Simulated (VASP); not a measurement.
Wanted: the native input for a VASP 6.6.1 run.

* Task: single point
* Functional: PBE
* Potentials or basis: VASP PAW PBE potentials, release 64 (Mg, B)
* Cutoff: 520 eV
* k mesh: 8 × 8 × 6
* Occupations: fermi-dirac, width 0.05 eV
* Spin: no spin polarisation
* Dipole correction: no
* Further INCAR settings: ALGO = Normal; EDIFF = 1e-06; NBANDS = 11

The structure of MgB2 lies in POSCAR:

```
MgB2
1.0
    3.0850000000     -0.0154250000      0.0000000000
   -1.5558584419      2.6794008707      0.0000000000
    0.0000000000      0.0000000000      3.5230000000
Mg B
1 2
Direct
    0.0000000000      0.0000000000      0.0000000000
    0.6666666667      0.3333333333      0.5000000000
    0.3333333333      0.6666666667      0.5000000000
```

One way to write it, as run:

INCAR

```
PREC = Accurate
ENCUT = 520
EDIFF = 1E-6
ISMEAR = -1
SIGMA = 0.05
LREAL = False
LASPH = True
NELM = 80
ALGO = Normal
ISIF = 2
LWAVE = False
LCHARG = False
GGA = PE
NBANDS = 11
```

KPOINTS

```
regular mesh
0
Gamma
  8 8 6
```

Potentials or basis: VASP PAW PBE potentials, release 64 (Mg, B).

Command:

```console
$ cat potpaw_PBE.64/Mg/POTCAR potpaw_PBE.64/B/POTCAR > POTCAR
$ mpirun -np 1 vasp_std > vasp.out
```

It gave:

```json
{
 "Pressure": "-1.1 GPa",
 "Largest force": "0.044 eV/Å",
 "Band gap on the k mesh": "zero (bands 4 and 5 overlap by 2.59 eV)"
}
```

Run time: 35 s on 1 thread of AMD EPYC 7R43 64-Core Processor (Zen 3), on a shared host, peak memory 0.14 GiB.
